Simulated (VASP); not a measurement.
Wanted: the native input for a VASP 6.6.1 run.

- Task: single point
- Functional: LDA
- Potentials or basis: VASP PAW LDA potentials, release 64 (Ta_pv)
- Cutoff: 520 eV
- k mesh: 8 × 8 × 8
- Occupations: fermi-dirac, width 0.136057 eV
- Spin: no spin polarisation
- Dipole correction: no
- Further INCAR settings: ALGO = Normal; EDIFF = 1e-07; NBANDS = 18

The structure of Ta lies in POSCAR:

```
Ta
1.0
    0.0000000000      2.9677281617      2.9677281617
    2.9677281617      0.0000000000      2.9677281617
    2.9677281617      2.9677281617      0.0000000000
Ta
2
Direct
    0.0000000000      0.0000000000      0.0000000000
    0.2500000000      0.2500000000      0.2500000000
```

One way to write it, as run:

INCAR

```
SYSTEM = Ta
  PREC = Accurate
  ENCUT = 520
  EDIFF = 1E-7
  ISMEAR = -1
  SIGMA = 0.13605693000000002
  LREAL = .FALSE.
  LASPH = .TRUE.
  NELM = 80
  ALGO = Normal
  ISIF = 2
  LWAVE = .FALSE.
  LCHARG = .FALSE.
  NBANDS = 18
```

KPOINTS

```
regular mesh
0
G
  8 8 8
  0 0 0
```

Potentials or basis: VASP PAW LDA potentials, release 64 (Ta_pv).

The run is started by

```console
$ cat potpaw_LDA.64/Ta_pv/POTCAR > POTCAR
$ mpirun -np 1 vasp_std > vasp.out
```

It gave:

```
Pressure               : 0.4 GPa
Band gap on the k mesh : zero (band 11 reaches 2.96 eV, above the bottom of band 12 at 1.90 eV)
```

Caveat: spin-orbit coupling is left out, which moves the levels of the heavy elements.

Wall time 14 s on 1 thread of Intel(R) Xeon(R) Platinum 8488C (Sapphire Rapids) (shared host), peak memory 0.16 GiB.
